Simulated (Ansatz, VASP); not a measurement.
## Two plane-wave programs on Li2Se

```
Li Se
1.0
     0.00000    2.81911    2.81911
     2.81911    0.00000    2.81911
     2.81911    2.81911    0.00000
Li Se
2 1
Direct
  0.75000 0.75000 0.75000
  0.25000 0.25000 0.25000
  0.00000 0.00000 0.00000
```

Alike in both runs: functional r2SCAN; k mesh 8 × 8 × 8; occupations fermi-dirac, width 0.03 eV; no spin polarisation.

Ansatz relaxed the structure, and its values are those at the end. VASP's run is a single point on that final structure, the one shown.

```csv
,VASP,Ansatz
version,VASP 6.6.1,Ansatz 0.2.0
potentials or method,"VASP PAW PBE potentials, release 64 (Li_sv, Se)","PAW with Ansatz's default frozen-core files, scalar-relativistic"
plane-wave cutoff (eV),830,500
valence electrons in the cell,12,22
```

VASP gave:

- pressure (GPa): 8.5

Task: Which values does Ansatz return?

Result: Pressure (GPa): 9.0.

VASP's potentials were made for PBE, not for r2SCAN. VASP's potentials hold 12 valence electrons a cell and Ansatz's 22, so a difference there can come from the potentials and not from the codes. Ansatz's warnings: stress scf threshold loose.
